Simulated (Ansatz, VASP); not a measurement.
## SrO: VASP beside Ansatz

```
Sr O
1.0
     0.00000    2.59550    2.56980
     2.59550    0.00000    2.56980
     2.59550    2.59550    0.00000
Sr O
1 1
Direct
  0.00000 0.00000 0.00000
  0.50000 0.50000 0.50000
```

Change from the starting cell: equal xx and yy strain of +1 %.

Alike in both runs: task single point; functional PBE; k mesh 8 × 8 × 8; occupations fermi-dirac, width 0.02 eV; no spin polarisation.

|  | VASP | Ansatz |
| --- | --- | --- |
| version | VASP 6.6.1 | Ansatz 0.2.0 |
| potentials or method | VASP PAW PBE potentials, release 64 (Sr_sv, O), cutoff 520 eV | all-electron LAPW, scalar-relativistic |

|  | VASP | Ansatz | Ansatz less VASP |
| --- | --- | --- | --- |
| gap on the k mesh at the Fermi level (eV) | 3.23 | 3.27 | +0.046 |
| pressure (GPa) | 1.6 | 1.1 | -0.54 |
| traceless stress, the component that is largest in VASP (GPa) | 0.87 | 0.82 | -0.046 |

Ansatz ran all-electron here, and VASP with PAW potentials.
